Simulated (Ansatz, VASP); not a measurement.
# One calculation of Ti2SnTe3, two programs

```
CELL_PARAMETERS angstrom
5.26053 0.00000 0.00000
-2.63027 4.55576 0.00000
0.00000 0.00000 6.33688
ATOMIC_POSITIONS crystal
Ti 0.00000 0.00000 0.20518
Ti 0.00000 0.00000 0.79482
Sn 0.33333 0.66667 0.00000
Te 0.33333 0.66667 0.50000
Te 0.66667 0.33333 0.00000
Te 0.66667 0.33333 0.50000
```

Change from the starting cell: species swapped into the Eu2Ge3Au type (P-6m2, No. 187).

Alike in both runs: functional PBE; k mesh 6 × 6 × 4; occupations gaussian, width 0.1 eV; no spin polarisation.

Ansatz relaxed the structure, and its values are those at the end. VASP's run is a single point on that final structure, the one shown.

|  | VASP | Ansatz |
| --- | --- | --- |
| version | VASP 6.6.1 | Ansatz 0.2.0 |
| potentials or method | VASP PAW PBE potentials, release 64 (Ti_sv, Sn_d, Te), cutoff 520 eV | scalar-relativistic, plane waves, PAW |
| valence electrons in the cell | 56 | 86 |

|  | VASP | Ansatz | Ansatz less VASP |
| --- | --- | --- | --- |
| gap on the k mesh at the Fermi level (eV) | none | none | - |
| pressure (GPa) | 0.0 | -0.1 | -0.01 |
| rms of the force components (eV/Å) | 0.003 | 0.009 | +0.0057 |

A gap of «none» marks a metal or a gap that the smearing closes. The functional is the same, so the differences come from potentials, cutoffs and numerics. VASP's potentials hold 56 valence electrons a cell and Ansatz's 86, so a difference there can come from the potentials and not from the codes.

Neither program's run includes spin-orbit coupling.
